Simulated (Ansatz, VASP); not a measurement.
# One calculation of Au, two programs

```xyz
3
Lattice="4.7893 0.0000 0.0000 -2.3946 4.1476 0.0000 0.0000 0.0000 2.8607" Properties=species:S:1:pos:R:3 pbc="T T T"
Au    2.3946    4.1476    0.0000
Au    0.0000    2.7651    1.4303
Au    2.3946    1.3825    1.4303
```

Alike in both runs: task single point; functional LDA; k mesh 11 × 11 × 15; occupations fermi-dirac, width 0.1 eV; no spin polarisation.

|  | VASP | Ansatz |
| --- | --- | --- |
| version | VASP 6.6.1 | Ansatz 0.2.0 |
| potentials or method | VASP PAW LDA potentials, release 64 (Au), cutoff 520 eV | plane waves (420 eV) with PAW, scalar-relativistic |
| valence electrons in the cell | 33 | 57 |

|  | VASP | Ansatz | Ansatz less VASP |
| --- | --- | --- | --- |
| pressure (GPa) | -14.8 | -15.1 | -0.32 |
| traceless stress, the component that is largest in VASP (GPa) | -0.51 | -0.55 | -0.044 |

Ansatz warns that its potentials were made for another functional, while VASP's fit it. LDA's correlation is that of Perdew and Zunger in VASP and of Perdew and Wang (1992) in Ansatz. VASP's potentials hold 33 valence electrons a cell and Ansatz's 57, so a difference there can come from the potentials and not from the codes.

Spin-orbit coupling is off throughout.
